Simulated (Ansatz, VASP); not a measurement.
## Two plane-wave programs on Tl

```
Tl
1.0
     3.86687    0.00000    0.00000
    -1.93343    3.34880    0.00000
     0.00000    0.00000   12.23609
Tl
4
Direct
  0.00000 0.00000 0.00000
  0.00000 0.00000 0.50000
  0.33333 0.66667 0.25000
  0.66667 0.33333 0.75000
```

Alike in both runs: task single point; functional BLYP; k mesh 11 × 11 × 3; occupations fermi-dirac, width 0.1 eV; no spin polarisation.

```csv
,VASP,Ansatz
version,VASP 6.6.1,Ansatz 0.2.0
potentials or method,"VASP PAW PBE potentials, release 64 (Tl_d), cutoff 520 eV","plane waves (420 eV) with PAW, scalar-relativistic"
valence electrons in the cell,52,52
```

|  | VASP | Ansatz | Ansatz less VASP |
| --- | --- | --- | --- |
| pressure (GPa) | -1.5 | -1.5 | +0.01 |
| traceless stress, the component that is largest in VASP (GPa) | -0.20 | -0.20 | -0.005 |

VASP's potentials were made for PBE, not for BLYP. With one functional, cell and mesh, what is left measures potentials, basis and numerics.

Spin-orbit coupling is off throughout.
